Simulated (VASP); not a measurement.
# ZnSn2N2 (P-4m2) in VASP: settings compared, part 3 of 3

VASP 6.6.1. Earlier steps stand in the parts before.

## Step 6: Relaxation of cell and atoms, PBEsol

This run uses another cell than the first one, of 18.13 Å³/atom.

File INCAR:

```
SYSTEM = ZnSn2N2
PREC = Accurate
ENCUT = 600
EDIFF = 1E-6
ISMEAR = -1
SIGMA = 0.05
LREAL = .False.
LASPH = .True.
NELM = 80
ALGO = Normal
ISIF = 3
LWAVE = .False.
LCHARG = .False.
GGA = PS
IBRION = 2
NSW = 80
EDIFFG = -0.05
```

File KPOINTS:

```
regular mesh
0
Gamma
  7 7 3
  0 0 0
```

File POSCAR:

```
ZnSn2N2
1.0
    3.3523260000      0.0000000000      0.0000000000
    0.0000000000      3.3523260000      0.0000000000
    0.0000000000      0.0000000000      8.0642090000
Zn Sn N
1 2 2
Direct
    0.0000000000      0.0000000000      0.0000000000
    0.5000000000      0.5000000000      0.6941730000
    0.5000000000      0.5000000000      0.3058270000
    0.5000000000      0.0000000000      0.1458100000
    0.0000000000      0.5000000000      0.8541900000
```

Potentials or basis: VASP PAW PBE potentials, release 64 (Zn, Sn_d, N).

The run is started by

```
$ cat potpaw_PBE.64/Zn/POTCAR potpaw_PBE.64/Sn_d/POTCAR potpaw_PBE.64/N/POTCAR > POTCAR
$ mpirun -np 1 vasp_std > vasp.out
```

OUTCAR:

```text
SYSTEM = ZnSn2N2
   PREC = Accurate
   ENCUT = 600
   EDIFF = 1E-6
   ISMEAR = -1
   LREAL = .False.
   LASPH = .True.
   NELM = 80
   ISIF = 3
   GGA = PS
   IBRION = 2
   NSW = 80
   EDIFFG = -0.05

 ion  position               nearest neighbor table
   1  0.000  0.000  0.000-   4 2.05   5 2.05   5 2.05   4 2.05
   2  0.500  0.500  0.694-   5 2.12   5 2.12   3 3.13
   3  0.500  0.500  0.306-   4 2.12   4 2.12   2 3.13
   4  0.500  0.000  0.146-   1 2.05   1 2.05   3 2.12   3 2.12
   5  0.000  0.500  0.854-   1 2.05   1 2.05   2 2.12   2 2.12

  LATTYP: Found a simple tetragonal cell.
 ALAT       =     3.3523260000
 C/A-ratio  =     2.4055563212

  Lattice vectors:

 A1 = (   3.3523260000,   0.0000000000,   0.0000000000)
 A2 = (   0.0000000000,   3.3523260000,   0.0000000000)
 A3 = (   0.0000000000,   0.0000000000,   8.0642090000)

Analysis of symmetry for initial positions (statically):
=====================================================================
 Subroutine PRICEL returns:
 Original cell was already a primitive cell.

 Routine SETGRP: Setting up the symmetry group for a
 simple tetragonal supercell.

 Subroutine GETGRP returns: Found  8 space group operations
 (whereof  8 operations were pure point group operations)
 out of a pool of 16 trial point group operations.

The static configuration has the point symmetry D_2d.

Analysis of symmetry for dynamics (positions and initial velocities):
=====================================================================
 Subroutine PRICEL returns:
 Original cell was already a primitive cell.

 Routine SETGRP: Setting up the symmetry group for a
 simple tetragonal supercell.

 Subroutine GETGRP returns: Found  8 space group operations
 (whereof  8 operations were pure point group operations)
 out of a pool of 16 trial point group operations.

The dynamic configuration has the point symmetry D_2d.

 Subroutine INISYM returns: Found  8 space group operations
 (whereof  8 operations are pure point group operations),
 and found     1 'primitive' translations

----------------------------------------------------------------------------------------

                                     Primitive cell

  volume of cell :      90.6263

  direct lattice vectors                    reciprocal lattice vectors
     3.352326000  0.000000000  0.000000000     0.298300344  0.000000000  0.000000000
     0.000000000  3.352326000  0.000000000     0.000000000  0.298300344  0.000000000
     0.000000000  0.000000000  8.064209000     0.000000000  0.000000000  0.124004723

  length of vectors
     3.352326000  3.352326000  8.064209000     0.298300344  0.298300344  0.124004723

  position of ions in fractional coordinates (direct lattice)
     0.000000000  0.000000000  0.000000000
     0.500000000  0.500000000  0.694173000
     0.500000000  0.500000000  0.305827000
     0.500000000  0.000000000  0.145810000
     0.000000000  0.500000000  0.854190000

  ion indices of the primitive-cell ions
   primitive index   ion index
                 1           1
                 2           2
                 3           3
                 4           4
                 5           5

----------------------------------------------------------------------------------------

 KPOINTS: regular mesh

Automatic generation of k-mesh.
 Grid dimensions read from file:
 generate k-points for:    7    7    3

 Generating k-lattice:

  Cartesian coordinates                     Fractional coordinates (reciprocal lattice)
     0.042614335  0.000000000  0.000000000     0.142857143  0.000000000  0.000000000
     0.000000000  0.042614335  0.000000000     0.000000000  0.142857143  0.000000000
     0.000000000  0.000000000  0.041334908     0.000000000  0.000000000  0.333333333

  Length of vectors
     0.042614335  0.042614335  0.041334908

  Shift w.r.t. Gamma in fractional coordinates (k-lattice)
     0.000000000  0.000000000  0.000000000

 Subroutine IBZKPT returns following result:
 ===========================================

 Found     20 irreducible k-points:

 Following reciprocal coordinates:
            Coordinates               Weight
  0.000000  0.000000  0.000000      1.000000
  0.142857  0.000000  0.000000      4.000000
  0.285714  0.000000  0.000000      4.000000
  0.428571  0.000000  0.000000      4.000000
  0.142857  0.142857  0.000000      4.000000
  0.285714  0.142857  0.000000      8.000000
[... 12 lines left out ...]
  0.428571  0.285714  0.333333     16.000000
  0.428571  0.428571  0.333333      8.000000
   k-points           NKPTS =     20   k-points in BZ     NKDIM =     20   number of bands    NBANDS=     30
   number of dos      NEDOS =    301   number of ions     NIONS =      5
   total plane-waves  NPLWV =  50176
   dimension x,y,z NGX =    28 NGY =   28 NGZ =   64
   dimension x,y,z NGXF=    56 NGYF=   56 NGZF=  128
   ions per type =               1   2   2
   NGX,Y,Z   is equivalent  to a cutoff of  13.89, 13.89, 13.19 a.u.
   NGXF,Y,Z  is equivalent  to a cutoff of  27.77, 27.77, 26.39 a.u.
 SYSTEM =  ZnSn2N2
   PREC   = accura    normal or accurate (medium, high low for compatibility)
   ISTART =      0    job   : 0-new  1-cont  2-samecut
   ICHARG =      2    charge: 1-file 2-atom 10-const
   ISPIN  =      1    spin polarized calculation?
   LNONCOLLINEAR =      F non collinear calculations
   LSORBIT =      F    spin-orbit coupling
   LASPH  =      T    aspherical Exc in radial PAW
   ENCUT  =  600.0 eV  44.10 Ry    6.64 a.u.   6.70  6.70 16.11*2*pi/ulx,y,z
   NELM   =     80;   NELMIN=  2; NELMDL= -5     # of ELM steps
   EDIFF  = 0.1E-05   stopping-criterion for ELM
   LREAL  =      F    real-space projection
   EDIFFG = -.5E-01   stopping-criterion for IOM
   NSW    =     80    number of steps for IOM
   IBRION =      2    ionic relax: 0-MD 1-quasi-New 2-CG
   NFREE  =      1    steps in history (QN), initial steepest desc. (CG)
   ISIF   =      3    stress and relaxation
   ISYM   =      2    0-nonsym 1-usesym 2-fastsym
   POTIM  = 0.5000    time-step for ionic-motion
   TEBEG  =    0.0;   TEEND  =   0.0 temperature during run
   PSTRESS=    0.0 pullay stress
   NELECT =      50.0000    total number of electrons
   NUPDOWN=      -1.0000    fix difference up-down
   EMIN   =  10.00;   EMAX   =-10.00  energy-range for DOS
   EFERMI =   0.00;   METHOD = LEGACY
   ISMEAR =    -1;   SIGMA  =   0.05  broadening in eV -4-tet -1-fermi 0-gaus
   EFERMI_NEDOS =   21; number of points for ismear=-14 and -15
   IALGO  =     38    algorithm
   IMIX   =      4    mixing-type and parameters
     AMIX     =   0.40;   BMIX     =  1.00
     AMIX_MAG =   1.60;   BMIX_MAG =  1.00
  volume/ion in A,a.u.               =      18.13       122.32
  Fermi-wavevector in a.u.,A,eV,Ry     =   1.342703  2.537341 24.529295  1.802852
  Thomas-Fermi vector in A             =   2.470836
   LORBIT       =      0    0 simple, 1 ext, 2 COOP (PROOUT), +10 PAW based schemes
   GGA     = PS    functional components
   LHFCALC =     F    Hartree Fock is set to
   AEXX    =    0.0000 exact exchange contribution
   IVDW    =     0    specifies the selected vdW correction
   LEPSILON=     F    determine dielectric tensor
   LRPA    =     F    only Hartree local field effects (RPA)
 conjugate gradient relaxation of ions
 non-spin polarized calculation
  energy-cutoff  :      600.00
  volume of cell :       90.63
 maximum number of plane-waves:      3044
 NGX is ok and might be reduce to    28
   NGX = 13   NGY = 13   NGZ = 33

--------------------------------------- Ionic step        1  -------------------------------------------

 number of electron      50.0000010 magnetization

 Free energy of the ion-electron system (eV)
  ---------------------------------------------------
  ext. energy  EPLUGINS =         0.00000000
  ---------------------------------------------------
  free energy    TOTEN  =       -26.33681397 eV

  energy without entropy =      -26.32337323  energy(sigma->0) =      -26.33009360

------------------------ aborting loop because EDIFF is reached ----------------------------------------

  FORCE on cell =-STRESS in cart. coord.  units (eV):
  Direction    XX          YY          ZZ          XY          YZ          ZX
  --------------------------------------------------------------------------------------
  -------------------------------------------------------------------------------------
  Total       -2.3222533     -2.3222533     -2.5630539      0.0000000      0.0000000      0.0000000
  in kB      -41.0549854    -41.0549854    -45.3120861      0.0000000      0.0000000      0.0000000
  external PRESSURE =     -42.4740190 kB  Pullay stress =       0.0000000 kB
[... 297 lines left out ...]
  energy  without entropy=      -26.3826641251  energy(sigma->0) =      -26.38912933

--------------------------------------- Ionic step        9  -------------------------------------------

 number of electron      50.0000025 magnetization

 Free energy of the ion-electron system (eV)
  ---------------------------------------------------
  ext. energy  EPLUGINS =         0.00000000
  ---------------------------------------------------
  free energy    TOTEN  =       -26.39581347 eV

  energy without entropy =      -26.38285132  energy(sigma->0) =      -26.38933239

 E-fermi :   5.8466     XC(G=0): -10.6580

 val. band max:        5.8036391961   @ k =   0.2857   0.1429   0.3333
 cond. band min:       5.8537451653   @ k =   0.1429   0.1429   0.0000
 fundamental gap:      0.0501059692
 Fermi energy:         5.8465512869

 k-point     1 :       0.0000    0.0000    0.0000
  band No.  band energies     occupation
      1     -15.6632      2.00000
      2     -15.6595      2.00000
      3     -15.5159      2.00000
      4     -15.4340      2.00000
      5     -15.4340      2.00000
      6     -15.3632      2.00000
[... 681 lines left out ...]
  FREE ENERGIE OF THE ION-ELECTRON SYSTEM (eV)
  ---------------------------------------------------
  free  energy   TOTEN  =       -26.3958134693 eV

  energy  without entropy=      -26.3828513154  energy(sigma->0) =      -26.38933239

 reached required accuracy - stopping structural energy minimisation
```

OSZICAR:

```text
N       E                     dE             d eps       ncg     rms          rms(c)
DAV:   1     0.510286978923E+03    0.51029E+03   -0.27825E+04  1212   0.271E+03
DAV:   2     0.499491332789E+02   -0.46034E+03   -0.44746E+03  1216   0.616E+02
[... 76 lines left out ...]
   8 F= -.26395595E+02 E0= -.26389129E+02  d E =-.488055E-03
       N       E                     dE             d eps       ncg     rms          rms(c)
DAV:   1    -0.263959222257E+02   -0.32746E-03   -0.32664E-02  1504   0.142E+00    0.927E-02
DAV:   2    -0.263958432720E+02    0.78954E-04   -0.98236E-04  1444   0.500E-01    0.357E-02
DAV:   3    -0.263958193597E+02    0.23912E-04   -0.94134E-05  1570   0.126E-01    0.176E-02
DAV:   4    -0.263958132493E+02    0.61103E-05   -0.18643E-05  1914   0.548E-02    0.510E-03
DAV:   5    -0.263958134693E+02   -0.21992E-06   -0.31870E-06  1106   0.158E-02
   9 F= -.26395813E+02 E0= -.26389332E+02  d E =-.218931E-03
```

Wall time 2.5 min (1 thread of Intel Xeon 6975P-C (Granite Rapids), shared host); peak memory 0.26 GiB.

Results:

```
Free energy                           : -26.3958 eV
Relaxed volume                        : 17.29 Å³/atom
Relaxed cell                          : a = 3.303 Å, b = 3.303 Å, c = 7.920 Å, α = 90.00°, β = 90.00°, γ = 90.00°
Space group after relaxing (to 0.1 Å) : P-4m2 (No. 115)
Energy gained by relaxing             : 11.8 meV/atom
Ionic steps                           : 9
Pressure after relaxing               : -0.3 GPa
Largest force after relaxing          : 0.046 eV/Å
Band gap on the k mesh                : zero (bands 25 and 26 overlap by 1.38 eV)
```

Forces on the atoms (eV/Å):
```
Zn   0.000  0.000  0.000
Sn   0.000  0.000  0.018
Sn   0.000  0.000 -0.018
N    0.000  0.000  0.046
N    0.000  0.000 -0.046
```

The path:
```csv
step,energy change (eV),largest force (eV/Å),pressure (GPa),volume (Å³)
1,0.0000,0.2529,-4.25,90.63
2,-0.0256,0.6804,3.15,84.47
3,-0.0527,0.2686,-0.25,86.95
4,-0.0527,0.2800,-0.11,86.88
5,-0.0583,0.0581,0.01,86.27
6,-0.0583,0.0593,0.13,86.25
7,-0.0587,0.0602,-0.16,86.37
8,-0.0588,0.0613,-0.35,86.47
9,-0.0590,0.0460,-0.30,86.43
```

Final structure:
```yaml
crystal:
  lattice:
    - [3.30338, 0.00000, 0.00000]
    - [0.00000, 3.30338, 0.00000]
    - [0.00000, 0.00000, 7.91994]
  atoms:
    - { symbol: Zn, position: [0.00000, 0.00000, 0.00000] }
    - { symbol: Sn, position: [0.50000, 0.50000, 0.69275] }
    - { symbol: Sn, position: [0.50000, 0.50000, 0.30725] }
    - { symbol: N, position: [0.50000, 0.00000, 0.14516] }
    - { symbol: N, position: [0.00000, 0.50000, 0.85484] }
```

Caveat: the PAW data sets were made with another functional, which shifts forces and pressure a little; spin-orbit coupling is left out, which moves the levels of the heavy elements; the relaxation stopped at a loose force limit of 0.05 eV/Å, so its end isn't a converged minimum.

## Step 7: Summary

```csv
task,level,potentials or basis,cell,cutoff (eV),gap on the mesh (eV),pressure (GPa),relaxed volume (Å³/atom),largest force (eV/Å)
single point,RPBE,"VASP PAW PBE potentials, release 64 (Zn, Sn_d, N)","a = 3.387, b = 3.387, c = 8.138 Å, 5 atoms, atomic positions A",520,none,0.2,-,0.02
single point,r2SCAN+D4,"VASP PAW PBE potentials, release 64 (Zn, Sn_d, N)","a = 3.295, b = 3.295, c = 7.914 Å, 5 atoms, atomic positions B",520,none,0.4,-,0.05
relaxation of cell and atoms,LDA,"VASP PAW LDA potentials, release 64 (Zn, Sn_d, N)","relaxed from a = 3.352, b = 3.352, c = 8.064 Å, 5 atoms, atomic positions C",600,none,-0.2,16.81,0.05
relaxation of cell and atoms,RPBE,"VASP PAW PBE potentials, release 64 (Zn, Sn_d, N)","relaxed from a = 3.352, b = 3.352, c = 8.064 Å, 5 atoms, atomic positions C",600,none,0.1,18.62,0.03
relaxation of cell and atoms,PBEsol,"VASP PAW PBE potentials, release 64 (Zn, Sn_d, N)","relaxed from a = 3.352, b = 3.352, c = 8.064 Å, 5 atoms, atomic positions C",600,none,-0.3,17.29,0.05
```

Alike in all rows: no spin polarisation; k mesh 7 × 7 × 3; smearing fermi-dirac 0.05 eV.

Caveats: spin-orbit coupling is left out, which moves the levels of the heavy elements; the PAW data sets were made with another functional, which shifts forces and pressure a little (at least some runs); the relaxation stopped at a loose force limit of 0.05 eV/Å, so its end isn't a converged minimum (at least some runs).

Absolute energies hang on the potentials; compare differences alone.
